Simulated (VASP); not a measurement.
Write the native input for VASP 6.6.1 that does the following.

* Task: electric field gradients
* Functional: PBE
* Potentials or basis: VASP PAW PBE potentials, release 64 (Mg, O)
* Cutoff: 520 eV
* k mesh: 10 × 10 × 10
* Occupations: fermi-dirac, width 0.01 eV
* Spin: no spin polarisation
* Dipole correction: no
* Further INCAR settings: ALGO = Normal; EDIFF = 1e-08; NBANDS = 11

The structure of MgO lies in POSCAR:

```
MgO
1.0
    0.0000000000      2.0989540244      2.0989540244
    2.0989540244      0.0000000000      2.0989540244
    2.0989540244      2.0989540244      0.0000000000
Mg O
1 1
Direct
    0.0000000000      0.0000000000      0.0000000000
    0.5000000000      0.5000000000      0.5000000000
```

This cell differs from its parent crystal: volume scaled by 0.95.

These files were run (other wordings do the same):

INCAR

```
SYSTEM = MgO
  ALGO = Normal
  EDIFF = 1E-8
  ENCUT = 520
  GGA = PE
  ISIF = 2
  ISMEAR = -1
  LASPH = .True.
  LCHARG = .False.
  LEFG = .True.
  LREAL = .False.
  LWAVE = .False.
  NBANDS = 11
  NELM = 60
  PREC = Accurate
  SIGMA = 0.01
```

KPOINTS

```
k-points
0
Gamma
  10 10 10
  0 0 0
```

Potentials or basis: VASP PAW PBE potentials, release 64 (Mg, O).

Run with:

```sh
$ cat potpaw_PBE.64/Mg/POTCAR potpaw_PBE.64/O/POTCAR > POTCAR
$ mpirun -np 1 vasp_std > vasp.out
```

Results of the run:

The pressure is 5.7 GPa and the band gap on the k mesh is 4.83 eV, direct.

Caveat: without QUAD_EFG the Cq values of the log hold for a quadrupole moment of 1 mb, not for the nuclei.

Wall time 6.2 s on 1 thread of Intel(R) Xeon(R) Platinum 8488C (Sapphire Rapids), with other jobs on the host, peak memory 0.14 GiB.
